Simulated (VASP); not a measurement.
**InAg2F5: single point with PBE**

The system is InAg2F5.

```xyz
8
Lattice="4.5754 0.0000 0.0000 -2.2877 3.9624 0.0000 0.0000 0.0000 6.4965" Properties=species:S:1:pos:R:3 pbc="T T T"
In    0.0000    0.0000    3.2482
Ag    0.0000    2.6416    0.0000
Ag    2.2877    1.3208    0.0000
F     0.0000    2.6416    4.4551
F     2.2877    1.3208    4.4551
F     2.2877    1.3208    2.0414
F     0.0000    2.6416    2.0414
F     0.0000    0.0000    0.0000
```

The cell was generated, and may not be a known phase.

```
Program             : VASP 6.6.1
Task                : single point
Functional          : PBE
Potentials or basis : VASP PAW PBE potentials, release 64 (In_d, Ag_sv_GW, F)
Cutoff              : 700 eV
k mesh              : 6 × 6 × 4
Occupations         : gaussian, width 0.1 eV
Spin                : collinear spin
Starting moments    : [0.0, 1.0, 1.0, 0.0, 0.0, 0.0, 0.0, 0.0] μB
```

| Quantity | Value |
| --- | --- |
| Pressure | -0.3 GPa |
| Largest force | 0.022 eV/Å |
| Band gap on the k mesh | zero (filled and empty bands overlap) |
| Net moment | -0.01 μB per cell |
| Valence electrons inside the program's atomic spheres | In 10.87; Ag 16.66; F 6.01 |

Forces in eV/Å, atoms in the order of the input:
```
In   0.000  0.000  0.000
Ag   0.000  0.000  0.000
Ag   0.000  0.000  0.000
F    0.000  0.000 -0.022
F    0.000  0.000 -0.022
F    0.000  0.000  0.022
F    0.000  0.000  0.022
F    0.000  0.000  0.000
```

Levels at points of the mesh, in eV from the Fermi level:
Spin up:
```csv
k point,band 41,band 42,band 43,band 44,band 45,band 46
"(0.00, 0.00, 0.00)",-1.13,-1.12,-1.12,-0.07,3.29,4.71
"(0.50, 0.00, 0.00)",-1.00,-0.90,-0.52,0.06,4.02,4.30
"(0.00, 0.00, 0.50)",-1.13,-1.13,-0.83,0.53,2.91,5.58
"(0.50, 0.00, 0.50)",-1.15,-0.34,-0.06,0.28,4.18,4.88
```
Spin down:
| k point | band 40 | band 41 | band 42 | band 43 | band 44 | band 45 | band 46 | band 47 |
| --- | --- | --- | --- | --- | --- | --- | --- | --- |
| (0.00, 0.00, 0.00) | -1.13 | -1.13 | -1.12 | -1.12 | -0.07 | 3.29 | 4.70 | 6.89 |
| (0.50, 0.00, 0.00) | -1.27 | -1.00 | -0.90 | -0.52 | 0.06 | 4.02 | 4.30 | 5.84 |
| (0.00, 0.00, 0.50) | -1.42 | -1.13 | -1.13 | -0.83 | 0.53 | 2.90 | 5.58 | 6.85 |
| (0.50, 0.00, 0.50) | -1.50 | -1.15 | -0.34 | -0.06 | 0.27 | 4.18 | 4.88 | 5.40 |

Run time: 6.4 min on 1 thread of Intel(R) Xeon(R) Platinum 8488C (Sapphire Rapids) (shared host), peak memory 0.57 GiB.

Caveat: semilocal functionals underestimate gaps, and a narrow one can read as zero; spin-orbit coupling is left out, which moves the levels of the heavy elements.
